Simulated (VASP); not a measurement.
# C (R-3m) in VASP: further runs

Runs on C. Level: PBE. Tasks: single point.

Program: VASP 6.6.1. These are calculated values, not measurements. Logs are shortened: lines on timing, memory, paths and dates and some standing lists are left out, and cuts for length are marked.

## Step 1: The cell of the first run

The structure is trigonal, space group R-3m (No. 166). Conventional cell: a = 2.525 Å, b = 2.525 Å, c = 12.372 Å, α = 90.00°, β = 90.00°, γ = 120.00°. C (site symmetry 3m) has 4 C at 1.55 to 1.63 Å within 2.1 Å. C (site symmetry 3m) has 4 C at 1.49 to 1.55 Å within 2.0 Å.

## Step 2: Single point, PBE (atoms displaced along a vibrational mode)

File INCAR:

```
SYSTEM = C
PREC = Accurate
ENCUT = 520
EDIFF = 1E-7
ISMEAR = 0
SIGMA = 0.05
LREAL = .FALSE.
LASPH = .TRUE.
NELM = 60
ALGO = Normal
ISIF = 2
LWAVE = .FALSE.
LCHARG = .TRUE.
GGA = PE
LELF = .TRUE.
LVHAR = .TRUE.
ISYM = 0
NBANDS = 16
```

File KPOINTS:

```
regular mesh
0
G
  12 12 10
  0 0 0
```

File POSCAR:

```
C
1.0
    0.0000000000     -1.7857375322     -1.7857375322
   -1.7857375322      0.0000000000     -1.7857375322
    1.7857375322      1.7857375322     -3.5714750644
C
4
Direct
    0.7584864510      0.7584864510      0.7245391846
    0.2415135490      0.2415135490      0.2754608154
    0.3665135490      0.3665135490      0.9004608154
    0.8834864510      0.8834864510      0.3495391846
```

Potentials or basis: VASP PAW PBE potentials, release 64 (C).

On the command line:

```bash
$ cat potpaw_PBE.64/C/POTCAR > POTCAR
$ mpirun -np 1 vasp_std > vasp.out
```

OUTCAR:

```text
SYSTEM = C
   PREC = Accurate
   ENCUT = 520
   EDIFF = 1E-7
   ISMEAR = 0
   LREAL = .FALSE.
   LASPH = .TRUE.
   NELM = 60
   ISIF = 2
   GGA = PE
   ISYM = 0

 ion  position               nearest neighbor table
   1  0.758  0.758  0.725-   4 1.55   3 1.63   3 1.63   3 1.63
   2  0.242  0.242  0.275-   4 1.49   4 1.49   4 1.49   3 1.55
   3  0.367  0.367  0.900-   2 1.55   1 1.63   1 1.63   1 1.63
   4  0.883  0.883  0.350-   2 1.49   2 1.49   2 1.49   1 1.55

IMPORTANT INFORMATION: All symmetrisations will be switched off!
NOSYMM: (Re-)initialisation of all symmetry stuff for point group C_1.

----------------------------------------------------------------------------------------

                                     Primitive cell

  volume of cell :      22.7779

  direct lattice vectors                    reciprocal lattice vectors
     0.000000000 -1.785737532 -1.785737532     0.139998177 -0.419994532 -0.139998177
    -1.785737532  0.000000000 -1.785737532    -0.419994532  0.139998177 -0.139998177
     1.785737532  1.785737532 -3.571475064     0.139998177  0.139998177 -0.139998177

  length of vectors
     2.525414237  2.525414237  4.374145768     0.464321426  0.464321426  0.242483956

  position of ions in fractional coordinates (direct lattice)
     0.758486451  0.758486451  0.724539185
     0.241513549  0.241513549  0.275460815
     0.366513549  0.366513549  0.900460815
     0.883486451  0.883486451  0.349539185

  ion indices of the primitive-cell ions
   primitive index   ion index
                 1           1
                 2           2
                 3           3
                 4           4

----------------------------------------------------------------------------------------

 KPOINTS: regular mesh

Automatic generation of k-mesh.
 Grid dimensions read from file:
 generate k-points for:   12   12   10

 Generating k-lattice:

  Cartesian coordinates                     Fractional coordinates (reciprocal lattice)
     0.011666515 -0.034999544 -0.011666515     0.083333333  0.000000000  0.000000000
    -0.034999544  0.011666515 -0.011666515     0.000000000  0.083333333  0.000000000
     0.013999818  0.013999818 -0.013999818     0.000000000  0.000000000  0.100000000

  Length of vectors
     0.038693452  0.038693452  0.024248396

  Shift w.r.t. Gamma in fractional coordinates (k-lattice)
     0.000000000  0.000000000  0.000000000

 -----------------------------------------------------------------------------
|                                                                             |
|           W    W    AA    RRRRR   N    N  II  N    N   GGGG   !!!           |
|           W    W   A  A   R    R  NN   N  II  NN   N  G    G  !!!           |
|           W    W  A    A  R    R  N N  N  II  N N  N  G       !!!           |
|           W WW W  AAAAAA  RRRRR   N  N N  II  N  N N  G  GGG   !            |
|           WW  WW  A    A  R   R   N   NN  II  N   NN  G    G                |
|           W    W  A    A  R    R  N    N  II  N    N   GGGG   !!!           |
|                                                                             |
|     Your reciprocal lattice and k-lattice belong to different lattice       |
|     classes:                                                                |
|                                                                             |
|        The reciprocal lattice is rhombohedral (trigonal),                   |
|        whereas your k-lattice is base-centered monoclinic.                  |
|                                                                             |
|     Results are often still useful ...                                      |
|                                                                             |
 -----------------------------------------------------------------------------

 WARNING: IBZKPT: internal override: KBLOWUP is changed to .FALSE.
      ... skipping the blow-up phase ...

 Subroutine IBZKPT returns following result:
 ===========================================

 Found    724 irreducible k-points:

 Following reciprocal coordinates:
            Coordinates               Weight
  0.000000  0.000000  0.000000      1.000000
  0.083333  0.000000  0.000000      2.000000
  0.166667  0.000000 -0.000000      2.000000
  0.250000  0.000000 -0.000000      2.000000
  0.333333  0.000000 -0.000000      2.000000
  0.416667  0.000000  0.000000      2.000000
[... 16 lines left out ...]
  0.250000  0.166667 -0.000000      2.000000
  0.333333  0.166667 -0.000000      2.000000
 [... further k-points ...]
   k-points           NKPTS =    724   k-points in BZ     NKDIM =    724   number of bands    NBANDS=     16
   number of dos      NEDOS =    301   number of ions     NIONS =      4
   total plane-waves  NPLWV =  14400
   dimension x,y,z NGX =    20 NGY =   20 NGZ =   36
   dimension x,y,z NGXF=    40 NGYF=   40 NGZF=   72
   ions per type =               4
   NGX,Y,Z   is equivalent  to a cutoff of  13.17, 13.17, 13.68 a.u.
   NGXF,Y,Z  is equivalent  to a cutoff of  26.33, 26.33, 27.36 a.u.
 SYSTEM =  C
   PREC   = accura    normal or accurate (medium, high low for compatibility)
   ISTART =      0    job   : 0-new  1-cont  2-samecut
   ICHARG =      2    charge: 1-file 2-atom 10-const
   ISPIN  =      1    spin polarized calculation?
   LNONCOLLINEAR =      F non collinear calculations
   LSORBIT =      F    spin-orbit coupling
   LASPH  =      T    aspherical Exc in radial PAW
   ENCUT  =  520.0 eV  38.22 Ry    6.18 a.u.   4.70  4.70  8.13*2*pi/ulx,y,z
   NELM   =     60;   NELMIN=  2; NELMDL= -5     # of ELM steps
   EDIFF  = 0.1E-06   stopping-criterion for ELM
   LREAL  =      F    real-space projection
   EDIFFG = 0.1E-05   stopping-criterion for IOM
   NSW    =      0    number of steps for IOM
   IBRION =     -1    ionic relax: 0-MD 1-quasi-New 2-CG
   NFREE  =      0    steps in history (QN), initial steepest desc. (CG)
   ISIF   =      2    stress and relaxation
   ISYM   =      0    0-nonsym 1-usesym 2-fastsym
   POTIM  = 0.5000    time-step for ionic-motion
   TEBEG  =    0.0;   TEEND  =   0.0 temperature during run
   PSTRESS=    0.0 pullay stress
   NELECT =      16.0000    total number of electrons
   NUPDOWN=      -1.0000    fix difference up-down
   EMIN   =  10.00;   EMAX   =-10.00  energy-range for DOS
   EFERMI =   0.00;   METHOD = LEGACY
   ISMEAR =     0;   SIGMA  =   0.05  broadening in eV -4-tet -1-fermi 0-gaus
   EFERMI_NEDOS =   21; number of points for ismear=-14 and -15
   IALGO  =     38    algorithm
   IMIX   =      4    mixing-type and parameters
     AMIX     =   0.40;   BMIX     =  1.00
     AMIX_MAG =   1.60;   BMIX_MAG =  1.00
  volume/ion in A,a.u.               =       5.69        38.43
  Fermi-wavevector in a.u.,A,eV,Ry     =   1.455271  2.750063 28.814604  2.117814
  Thomas-Fermi vector in A             =   2.572325
   LORBIT       =      0    0 simple, 1 ext, 2 COOP (PROOUT), +10 PAW based schemes
   GGA     = PE    functional components
   LHFCALC =     F    Hartree Fock is set to
   AEXX    =    0.0000 exact exchange contribution
   IVDW    =     0    specifies the selected vdW correction
   LEPSILON=     F    determine dielectric tensor
   LRPA    =     F    only Hartree local field effects (RPA)
 non-spin polarized calculation
 Gauss-broadening in eV      SIGMA  =   0.05
  energy-cutoff  :      520.00
  volume of cell :       22.78
 maximum number of plane-waves:       633
   NGX =  9   NGY =  9   NGZ = 17

 number of electron      16.0000000 magnetization

 Free energy of the ion-electron system (eV)
  ---------------------------------------------------
  ext. energy  EPLUGINS =         0.00000000
  ---------------------------------------------------
  free energy    TOTEN  =       -34.89204731 eV

  energy without entropy =      -34.89204731  energy(sigma->0) =      -34.89204731

 E-fermi :  10.9504     XC(G=0): -13.2571

 val. band max:       10.6348572739   @ k =   0.0000   0.0000   0.0000
 cond. band min:      13.5213149329   @ k =  -0.4167   0.0000   0.4000
 fundamental gap:      2.8864576591
 Fermi energy:        10.9503891964

 k-point     1 :       0.0000    0.0000    0.0000
  band No.  band energies     occupation
      1     -12.0151      2.00000
      2      -5.5938      2.00000
      3      -3.8533      2.00000
      4       6.0360      2.00000
      5       6.0361      2.00000
      6       9.9824      2.00000
[... 8 lines left out ...]
     15      22.0039      0.00000
     16      24.0362      0.00000

 k-point     2 :       0.0833    0.0000    0.0000
  band No.  band energies     occupation
      1     -11.8422      2.00000
      2      -5.5064      2.00000
      3      -3.6201      2.00000
      4       5.2867      2.00000
      5       5.7541      2.00000
      6       9.4733      2.00000
[... 8 lines left out ...]
     15      22.1153      0.00000
     16      24.1304      0.00000

 k-point     3 :       0.1667    0.0000   -0.0000
  band No.  band energies     occupation
      1     -11.3255      2.00000
      2      -5.2175      2.00000
      3      -2.9643      2.00000
      4       3.4820      2.00000
      5       5.0796      2.00000
      6       7.5931      2.00000
[... 8 lines left out ...]
     15      22.1913      0.00000
     16      24.1444      0.00000

 k-point     4 :       0.2500    0.0000   -0.0000
  band No.  band energies     occupation
      1     -10.4722      2.00000
      2      -4.6970      2.00000
      3      -2.0030      2.00000
      4       1.3255      2.00000
      5       4.3141      2.00000
      6       5.3485      2.00000
[... 8 lines left out ...]
     15      23.1231      0.00000
     16      23.8671      0.00000
[... 324 lines left out ...]
 k-point    22 :       0.1667    0.1667   -0.0000
  band No.  band energies     occupation
      1     -11.2728      2.00000
      2      -5.6910      2.00000
      3      -2.3979      2.00000
      4       3.6763      2.00000
      5       4.9109      2.00000
      6       6.9733      2.00000
[... 8 lines left out ...]
     15      21.9766      0.00000
     16      24.1348      0.00000

 k-point    23 :       0.2500    0.1667   -0.0000
  band No.  band energies     occupation
      1     -10.7348      2.00000
      2      -5.4831      2.00000
      3      -1.6709      2.00000
      4       2.5390      2.00000
      5       3.9887      2.00000
      6       5.8019      2.00000
[... 8 lines left out ...]
     15      22.7265      0.00000
     16      24.0915      0.00000

 k-point    24 :       0.3333    0.1667   -0.0000
  band No.  band energies     occupation
      1      -9.8658      2.00000
      2      -4.9805      2.00000
      3      -0.8555      2.00000
      4       1.2398      2.00000
      5       2.6363      2.00000
      6       4.7954      2.00000
[... 8 lines left out ...]
     15      23.3107      0.00000
     16      24.4538      0.00000

 [... further k-points ...]
[... 5 lines left out ...]
  --------------------------------------------------------------------------------------
  -------------------------------------------------------------------------------------
  Total        0.8376084      0.8376084      0.8375288     -0.8657033      0.8655587      0.8655587
  in kB       58.9167418     58.9167418     58.9111421    -60.8929201     60.8827478     60.8827475
  external PRESSURE =      58.9148753 kB  Pullay stress =       0.0000000 kB

 VOLUME and BASIS-vectors are now :
 -----------------------------------------------------------------------------
  energy-cutoff  :      520.00
  volume of cell :       22.78
      direct lattice vectors                 reciprocal lattice vectors
     0.000000000 -1.785737532 -1.785737532     0.139998177 -0.419994532 -0.139998177
    -1.785737532  0.000000000 -1.785737532    -0.419994532  0.139998177 -0.139998177
     1.785737532  1.785737532 -3.571475064     0.139998177  0.139998177 -0.139998177

 POSITION                                       TOTAL-FORCE (eV/Angst)
 -----------------------------------------------------------------------------------
     -0.06062     -0.06062     -5.29659         4.145216      4.145216     -4.145298
      0.06062      0.06062     -1.84636        -3.815989     -3.815989      3.816213
      0.95349      0.95349     -4.52497        -4.145216     -4.145216      4.145298
     -0.95349     -0.95349     -4.40372         3.815989      3.815989     -3.816213
 -----------------------------------------------------------------------------------
    total drift:                               -0.000000     -0.000000      0.000000

  FREE ENERGIE OF THE ION-ELECTRON SYSTEM (eV)
  ---------------------------------------------------
  free  energy   TOTEN  =       -34.8920473133 eV

  energy  without entropy=      -34.8920473133  energy(sigma->0) =      -34.89204731
```

Wall time 2.3 min (1 thread of AMD EPYC 9R45 (Zen 5), shared host); peak memory 0.26 GiB.

What came out:

```yaml
Free_energy: -34.8920 eV
Pressure: 5.9 GPa
Largest_force: 7.180 eV/Å
Band_gap_on_the_k_mesh: 2.89 eV (least direct gap 4.46 eV)
```

Forces on the atoms (eV/Å):
```
C    4.145  4.145 -4.145
C   -3.816 -3.816  3.816
C   -4.145 -4.145  4.145
C    3.816  3.816 -3.816
```

Caveat: the cell differs from its parent crystal (atoms displaced along a vibrational mode); the cell stands under pressure; forces of over 1 eV/Å act on the atoms, so gaps and moduli don't describe the material at rest. A k mesh can miss the band edges.

## Step 3: Single point, PBE (atoms displaced along a vibrational mode)

File INCAR:

```
PREC = Accurate ; ENCUT = 520
EDIFF = 1E-6 ; ISMEAR = 0
SIGMA = 0.05 ; LREAL = False
LASPH = True ; NELM = 60
ALGO = Normal ; ISIF = 2
LWAVE = False ; LCHARG = False
GGA = PE ; ISYM = 0
NBANDS = 16
```

File KPOINTS:

```
Automatic mesh
0
Gamma
  12 12 10
```

File POSCAR:

```
C
1.0
    0.0000000000     -1.7857375322     -1.7857375322
   -1.7857375322      0.0000000000     -1.7857375322
    1.7857375322      1.7857375322     -3.5714750644
C
4
Direct
    0.7560617507      0.7560617507      0.7318137033
    0.2439382493      0.2439382493      0.2681862967
    0.3689382493      0.3689382493      0.8931862967
    0.8810617507      0.8810617507      0.3568137033
```

Potentials or basis: VASP PAW PBE potentials, release 64 (C).

On the command line:

```bash
$ cat potpaw_PBE.64/C/POTCAR > POTCAR
$ mpirun -np 1 vasp_std > vasp.out
```

It took 2 min on 1 thread of AMD EPYC 9R45 (Zen 5), shared host; peak memory 0.25 GiB.

Results (log left out):

- Free energy: -35.6088 eV
- Pressure: 3.4 GPa
- Largest force: 5.175 eV/Å
- Band gap on the k mesh: 3.45 eV

Forces on the atoms (eV/Å):
```
C    2.988  2.988 -2.988
C   -2.820 -2.820  2.820
C   -2.988 -2.988  2.988
C    2.820  2.820 -2.820
```

Stress tensor (GPa, compression positive):
```
 3.36 -3.22  3.21
-3.22  3.36  3.21
 3.21  3.21  3.36
```

Levels at points of the mesh, in eV from the valence-band top:
```
           k point  band 4  band 5  band 6  band 7  band 8  band 9  band 10  band 11  band 12  band 13
(0.00, 0.00, 0.00)   -3.85   -3.85   -0.40    0.00    0.00    4.93     4.96     4.96     7.80     7.80
(0.50, 0.00, 0.00)  -10.60   -7.56   -6.96   -6.67   -4.10    4.70     6.25     9.63    10.80    11.29
(0.00, 0.50, 0.00)  -10.60   -7.56   -6.96   -6.67   -4.10    4.70     6.25     9.63    10.80    11.29
(0.50, 0.50, 0.00)  -12.79   -7.25   -6.68   -3.26   -2.84    3.87     3.90     7.65     7.92     8.22
(0.00, 0.00, 0.50)   -6.19   -3.52   -3.52   -1.05   -1.05    6.75     6.99     6.99     7.33     7.33
(0.50, 0.00, 0.50)  -12.79   -7.25   -6.68   -3.26   -2.84    3.87     3.90     7.65     7.92     8.22
(0.00, 0.50, 0.50)  -12.79   -7.25   -6.68   -3.26   -2.84    3.87     3.90     7.65     7.92     8.22
(0.50, 0.50, 0.50)  -10.60   -7.56   -6.96   -6.67   -4.10    4.70     6.25     9.63    10.80    11.29
```

Caveat: the cell differs from its parent crystal (atoms displaced along a vibrational mode); the cell stands under pressure; forces of over 1 eV/Å act on the atoms, so gaps and moduli don't describe the material at rest. A k mesh can miss the band edges.
